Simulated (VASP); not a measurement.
# Be (P4_2/mnm) in VASP: further runs

Be is run at these levels: PBE; tasks: electric field gradients.

Everything below comes from runs of VASP 6.6.1. Logs are shortened: lines on timing, memory, paths and dates and some standing lists are left out, and cuts for length are marked.

### 1 The cell of the first run

Symmetry: P4_2/mnm, No. 136, tetragonal system. Conventional cell: a = 3.747 Å, b = 3.747 Å, c = 2.281 Å, α = 90.00°, β = 90.00°, γ = 90.00°. Be (site symmetry m2m) has 13 Be at 2.15 to 2.70 Å within 2.8 Å.

### 2 Electric field gradients, PBE

Contents of INCAR:

```
SYSTEM = Be
  PREC = Accurate
  ENCUT = 520
  EDIFF = 1E-8
  ISMEAR = -1
  SIGMA = 0.05
  LREAL = .False.
  LASPH = .True.
  NELM = 100
  ALGO = Normal
  ISIF = 2
  LWAVE = .False.
  LCHARG = .False.
  GGA = PE
  LEFG = .True.
  NBANDS = 12
```

Contents of KPOINTS:

```
regular mesh
0
Gamma
  9 9 14
  0 0 0
```

Contents of POSCAR:

```
Be
1.0
    3.7468140000      0.0000000000      0.0000000000
    0.0000000000      3.7468140000      0.0000000000
    0.0000000000      0.0000000000      2.2812800000
Be
4
Direct
    0.2974080000      0.2974080000      0.0000000000
    0.7025920000      0.7025920000      0.0000000000
    0.2025920000      0.7974080000      0.5000000000
    0.7974080000      0.2025920000      0.5000000000
```

Potentials or basis: VASP PAW PBE potentials, release 64 (Be).

Launch:

```
cat potpaw_PBE.64/Be/POTCAR > POTCAR
mpirun -np 1 vasp_std > vasp.out
```

OUTCAR:

```text
SYSTEM = Be
   PREC = Accurate
   ENCUT = 520
   EDIFF = 1E-8
   ISMEAR = -1
   LREAL = .False.
   LASPH = .True.
   NELM = 100
   ISIF = 2
   GGA = PE

 ion  position               nearest neighbor table
   1  0.297  0.297  0.000-   2 2.15   3 2.22   4 2.22   3 2.22   4 2.22   3 2.22   3 2.22   4 2.22
                             4 2.22
   2  0.703  0.703  0.000-   1 2.15   3 2.22   4 2.22   3 2.22   4 2.22   4 2.22   4 2.22   3 2.22
                             3 2.22
   3  0.203  0.797  0.500-   4 2.15   2 2.22   1 2.22   1 2.22   2 2.22   1 2.22   1 2.22   2 2.22
                             2 2.22
   4  0.797  0.203  0.500-   3 2.15   2 2.22   1 2.22   1 2.22   2 2.22   2 2.22   2 2.22   1 2.22
                             1 2.22

  LATTYP: Found a simple tetragonal cell.
 ALAT       =     3.7468140000
 C/A-ratio  =     0.6088586196

  Lattice vectors:

 A1 = (   3.7468140000,   0.0000000000,   0.0000000000)
 A2 = (   0.0000000000,   3.7468140000,   0.0000000000)
 A3 = (   0.0000000000,   0.0000000000,   2.2812800000)

Analysis of symmetry for initial positions (statically):
=====================================================================
 Subroutine PRICEL returns:
 Original cell was already a primitive cell.

 Routine SETGRP: Setting up the symmetry group for a
 simple tetragonal supercell.

 Subroutine GETGRP returns: Found 16 space group operations
 (whereof  8 operations were pure point group operations)
 out of a pool of 16 trial point group operations.

The static configuration has the point symmetry D_2h.
 The point group associated with its full space group is D_4h.

Analysis of symmetry for dynamics (positions and initial velocities):
=====================================================================
 Subroutine PRICEL returns:
 Original cell was already a primitive cell.

 Routine SETGRP: Setting up the symmetry group for a
 simple tetragonal supercell.

 Subroutine GETGRP returns: Found 16 space group operations
 (whereof  8 operations were pure point group operations)
 out of a pool of 16 trial point group operations.

The dynamic configuration has the point symmetry D_2h.
 The point group associated with its full space group is D_4h.

 Subroutine INISYM returns: Found 16 space group operations
 (whereof  8 operations are pure point group operations),
[... 154 lines left out ...]

 k-point     1 :       0.0000    0.0000    0.0000
  band No.  band energies     occupation
      1      -4.3592      2.00000
      2       1.8369      2.00000
      3       2.4108      2.00000
      4       5.7791      2.00000
      5       5.7791      2.00000
      6      11.6383      0.00000
      7      11.6383      0.00000
      8      14.1944      0.00000
      9      16.0185      0.00000
     10      17.3260      0.00000
     11      22.8926      0.00000
     12      22.8926      0.00000
[... 331 lines left out ...]
 k-point    24 :       0.4444    0.1111    0.0714
  band No.  band energies     occupation
      1      -2.5927      2.00000
      2      -1.7209      2.00000
      3       3.2455      2.00000
      4       4.0888      2.00000
      5       8.9177      0.00000
      6       9.3725      0.00000
      7      14.6829      0.00000
      8      16.9519      0.00000
      9      17.1814      0.00000
     10      18.0728      0.00000
     11      21.7391      0.00000
     12      22.9596      0.00000

 [... further k-points ...]
[... 5 lines left out ...]
  --------------------------------------------------------------------------------------
  -------------------------------------------------------------------------------------
  Total        0.1170291      0.1170291     -0.1551122      0.0000000      0.0000000      0.0000000
  in kB        5.8546593      5.8546593     -7.7598567      0.0000000      0.0000000      0.0000000
  external PRESSURE =       1.3164873 kB  Pullay stress =       0.0000000 kB

 VOLUME and BASIS-vectors are now :
 -----------------------------------------------------------------------------
  energy-cutoff  :      520.00
  volume of cell :       32.03
      direct lattice vectors                 reciprocal lattice vectors
     3.746814000  0.000000000  0.000000000     0.266893419  0.000000000  0.000000000
     0.000000000  3.746814000  0.000000000     0.000000000  0.266893419  0.000000000
     0.000000000  0.000000000  2.281280000     0.000000000  0.000000000  0.438350400

 POSITION                                       TOTAL-FORCE (eV/Angst)
 -----------------------------------------------------------------------------------
      1.11433      1.11433      0.00000         0.002806      0.002806     -0.000000
      2.63248      2.63248      0.00000        -0.002806     -0.002806      0.000000
      0.75907      2.98774      1.14064        -0.002806      0.002806      0.000000
      2.98774      0.75907      1.14064         0.002806     -0.002806      0.000000
 -----------------------------------------------------------------------------------
    total drift:                                0.000000      0.000000     -0.000000

  FREE ENERGIE OF THE ION-ELECTRON SYSTEM (eV)
  ---------------------------------------------------
  free  energy   TOTEN  =       -14.8537638869 eV

  energy  without entropy=      -14.8490333530  energy(sigma->0) =      -14.85139862

 Electric field gradients (V/A^2)
---------------------------------------------------------------------
 ion       V_xx      V_yy      V_zz      V_xy      V_xz      V_yz
---------------------------------------------------------------------
   1       0.259     0.259    -0.518    -1.502    -0.000     0.000
   2       0.259     0.259    -0.518    -1.502    -0.000    -0.000
   3       0.259     0.259    -0.518     1.502     0.000     0.000
   4       0.259     0.259    -0.518     1.502     0.000     0.000
---------------------------------------------------------------------

 Electric field gradients after diagonalization (V/A^2)
 (convention: |V_zz| > |V_xx| > |V_yy|)
----------------------------------------------------------------------
 ion       V_xx      V_yy      V_zz     asymmetry (V_yy - V_xx)/ V_zz
----------------------------------------------------------------------
   1      -1.243    -0.518     1.761       0.412
   2      -1.243    -0.518     1.761       0.412
   3      -1.243    -0.518     1.761       0.412
   4      -1.243    -0.518     1.761       0.412
----------------------------------------------------------------------

           NMR quadrupolar parameters

 Cq : quadrupolar parameter    Cq=e*Q*V_zz/h
 eta: asymmetry parameters     (V_yy - V_xx)/ V_zz
 Q  : nuclear electric quadrupole moment in mb (millibarn)
----------------------------------------------------------------------
 ion       Cq(MHz)       eta       Q (mb)
----------------------------------------------------------------------
   1       0.004       0.412       1.000
   2       0.004       0.412       1.000
   3       0.004       0.412       1.000
   4       0.004       0.412       1.000
----------------------------------------------------------------------
```

OSZICAR:

```text
N       E                     dE             d eps       ncg     rms          rms(c)
DAV:   1     0.706713501555E+00    0.70671E+00   -0.33051E+03  2880   0.556E+02
DAV:   2    -0.145885458049E+02   -0.15295E+02   -0.14669E+02  3792   0.999E+01
DAV:   3    -0.149899709613E+02   -0.40143E+00   -0.39733E+00  3976   0.111E+01
DAV:   4    -0.149912985718E+02   -0.13276E-02   -0.13272E-02  3436   0.730E-01
DAV:   5    -0.149913024593E+02   -0.38875E-05   -0.38872E-05  3852   0.365E-02    0.174E+00
DAV:   6    -0.148926555583E+02    0.98647E-01   -0.19287E-02  3368   0.120E+00    0.106E+00
DAV:   7    -0.148538095214E+02    0.38846E-01   -0.23126E-02  3336   0.121E+00    0.936E-02
DAV:   8    -0.148537635035E+02    0.46018E-04   -0.54234E-04  3704   0.138E-01    0.150E-02
DAV:   9    -0.148537629012E+02    0.60239E-06   -0.32173E-06  4024   0.110E-02    0.606E-03
DAV:  10    -0.148537637732E+02   -0.87210E-06   -0.50682E-07  3636   0.576E-03    0.985E-04
DAV:  11    -0.148537639710E+02   -0.19771E-06   -0.23267E-08  3640   0.105E-03    0.163E-04
DAV:  12    -0.148537639169E+02    0.54018E-07   -0.80075E-10  2352   0.192E-04    0.393E-05
DAV:  13    -0.148537638862E+02    0.30731E-07   -0.78842E-11  2052   0.655E-05    0.703E-06
DAV:  14    -0.148537638869E+02   -0.70210E-09   -0.53722E-12  1952   0.243E-05
   1 F= -.14853764E+02 E0= -.14851399E+02  d E =-.473053E-02
```

It took 42 s on 1 thread of AMD EPYC 7R43 (Zen 3), shared host; peak memory 0.12 GiB.

Results:

* Free energy: -14.8538 eV
* Pressure: 0.1 GPa
* Largest force: 0.004 eV/Å
* Band gap on the k mesh: zero (bands 4 and 5 overlap by 2.03 eV)
* Largest electric field gradient by atom: Be +1.8 V/Å²

Forces on the atoms (eV/Å):
```
Be   0.003  0.003  0.000
Be  -0.003 -0.003  0.000
Be  -0.003  0.003  0.000
Be   0.003 -0.003  0.000
```

Stress tensor (GPa, compression positive):
```
 0.59  0.00  0.00
 0.00  0.59  0.00
 0.00  0.00 -0.78
```

Electric field gradients, principal values (V/Å²):
| atom | least | middle | greatest (by size) |
| --- | --- | --- | --- |
| 1 Be | -0.518 | -1.243 | 1.761 |
| 2 Be | -0.518 | -1.243 | 1.761 |
| 3 Be | -0.518 | -1.243 | 1.761 |
| 4 Be | -0.518 | -1.243 | 1.761 |

Caveat: without QUAD_EFG the Cq values of the log hold for a quadrupole moment of 1 mb, not for the nuclei.

### 3 Electric field gradients, PBE

Contents of INCAR:

```
PREC = Accurate
ENCUT = 520
EDIFF = 1E-8
ISMEAR = -1
SIGMA = 0.05
LREAL = F
LASPH = T
NELM = 60
ALGO = Normal
ISIF = 2
LWAVE = F
LCHARG = F
GGA = PE
LEFG = T
NBANDS = 12
```

Contents of KPOINTS:

```
regular mesh
0
Gamma
  9 9 14
```

POSCAR is that of step 2.

Potentials or basis: VASP PAW PBE potentials, release 64 (Be).

Launch:

```
cat potpaw_PBE.64/Be/POTCAR > POTCAR
mpirun -np 1 vasp_std > vasp.out
```

OUTCAR:

```text
PREC = Accurate
   ENCUT = 520
   EDIFF = 1E-8
   ISMEAR = -1
   LREAL = F
   LASPH = T
   NELM = 60
   ISIF = 2
   GGA = PE

 ion  position               nearest neighbor table
   1  0.297  0.297  0.000-   2 2.15   3 2.22   4 2.22   3 2.22   4 2.22   3 2.22   3 2.22   4 2.22
                             4 2.22
   2  0.703  0.703  0.000-   1 2.15   3 2.22   4 2.22   3 2.22   4 2.22   4 2.22   4 2.22   3 2.22
                             3 2.22
   3  0.203  0.797  0.500-   4 2.15   2 2.22   1 2.22   1 2.22   2 2.22   1 2.22   1 2.22   2 2.22
                             2 2.22
   4  0.797  0.203  0.500-   3 2.15   2 2.22   1 2.22   1 2.22   2 2.22   2 2.22   2 2.22   1 2.22
                             1 2.22
[... 597 lines left out ...]
---------------------------------------------------------------------
   1       0.259     0.259    -0.518    -1.502    -0.000     0.000
   2       0.259     0.259    -0.518    -1.502    -0.000    -0.000
   3       0.259     0.259    -0.518     1.502     0.000     0.000
   4       0.259     0.259    -0.518     1.502     0.000     0.000
---------------------------------------------------------------------

 Electric field gradients after diagonalization (V/A^2)
 (convention: |V_zz| > |V_xx| > |V_yy|)
----------------------------------------------------------------------
 ion       V_xx      V_yy      V_zz     asymmetry (V_yy - V_xx)/ V_zz
----------------------------------------------------------------------
   1      -1.243    -0.518     1.761       0.412
   2      -1.243    -0.518     1.761       0.412
   3      -1.243    -0.518     1.761       0.412
   4      -1.243    -0.518     1.761       0.412
----------------------------------------------------------------------

           NMR quadrupolar parameters

 Cq : quadrupolar parameter    Cq=e*Q*V_zz/h
 eta: asymmetry parameters     (V_yy - V_xx)/ V_zz
 Q  : nuclear electric quadrupole moment in mb (millibarn)
----------------------------------------------------------------------
 ion       Cq(MHz)       eta       Q (mb)
----------------------------------------------------------------------
   1       0.004       0.412       1.000
   2       0.004       0.412       1.000
   3       0.004       0.412       1.000
   4       0.004       0.412       1.000
----------------------------------------------------------------------
```

OSZICAR:

```text
N       E                     dE             d eps       ncg     rms          rms(c)
DAV:   1     0.706713501555E+00    0.70671E+00   -0.33051E+03  2880   0.556E+02
DAV:   2    -0.145885458049E+02   -0.15295E+02   -0.14669E+02  3792   0.999E+01
DAV:   3    -0.149899709613E+02   -0.40143E+00   -0.39733E+00  3976   0.111E+01
DAV:   4    -0.149912985718E+02   -0.13276E-02   -0.13272E-02  3436   0.730E-01
DAV:   5    -0.149913024593E+02   -0.38875E-05   -0.38872E-05  3852   0.365E-02    0.174E+00
DAV:   6    -0.148926555583E+02    0.98647E-01   -0.19287E-02  3368   0.120E+00    0.106E+00
DAV:   7    -0.148538095214E+02    0.38846E-01   -0.23126E-02  3336   0.121E+00    0.936E-02
DAV:   8    -0.148537635035E+02    0.46018E-04   -0.54234E-04  3704   0.138E-01    0.150E-02
DAV:   9    -0.148537629012E+02    0.60239E-06   -0.32173E-06  4024   0.110E-02    0.606E-03
DAV:  10    -0.148537637732E+02   -0.87210E-06   -0.50682E-07  3636   0.576E-03    0.985E-04
DAV:  11    -0.148537639710E+02   -0.19771E-06   -0.23267E-08  3640   0.105E-03    0.163E-04
DAV:  12    -0.148537639169E+02    0.54018E-07   -0.80075E-10  2352   0.192E-04    0.393E-05
DAV:  13    -0.148537638862E+02    0.30731E-07   -0.78842E-11  2052   0.655E-05    0.703E-06
DAV:  14    -0.148537638869E+02   -0.70210E-09   -0.53722E-12  1952   0.243E-05
   1 F= -.14853764E+02 E0= -.14851399E+02  d E =-.473053E-02
```

stdout:

```text
POSCAR found type information on POSCAR Be
 POSCAR found :  1 types and       4 ions
 scaLAPACK will be used
 LDA part: xc-table for (Slater+PW92), standard interpolation
 POSCAR, INCAR and KPOINTS ok, starting setup
 FFT: planning ... GRIDC
 FFT: planning ... GRID_SOFT
 FFT: planning ... GRID
 WAVECAR not read
 entering main loop
ion   1

ion   2

ion   3

ion   4
```

Run time: 43 s. Hardware: 1 thread of AMD EPYC 7R43 (Zen 3), shared host; peak memory 0.12 GiB.

Results:

```yaml
Free_energy: -14.8538 eV
Pressure: 0.1 GPa
Largest_force: 0.004 eV/Å
Band_gap_on_the_k_mesh: zero (bands 4 and 5 overlap by 2.03 eV)
Largest_electric_field_gradient_by_atom: Be +1.8 V/Å²
```

Forces on the atoms (eV/Å):
```
Be   0.003  0.003  0.000
Be  -0.003 -0.003  0.000
Be  -0.003  0.003  0.000
Be   0.003 -0.003  0.000
```

Electric field gradients, principal values (V/Å²):
```tsv
atom	least	middle	greatest (by size)
1 Be	-0.518	-1.243	1.761
2 Be	-0.518	-1.243	1.761
3 Be	-0.518	-1.243	1.761
4 Be	-0.518	-1.243	1.761
```

Caveat: without QUAD_EFG the Cq values of the log hold for a quadrupole moment of 1 mb, not for the nuclei.
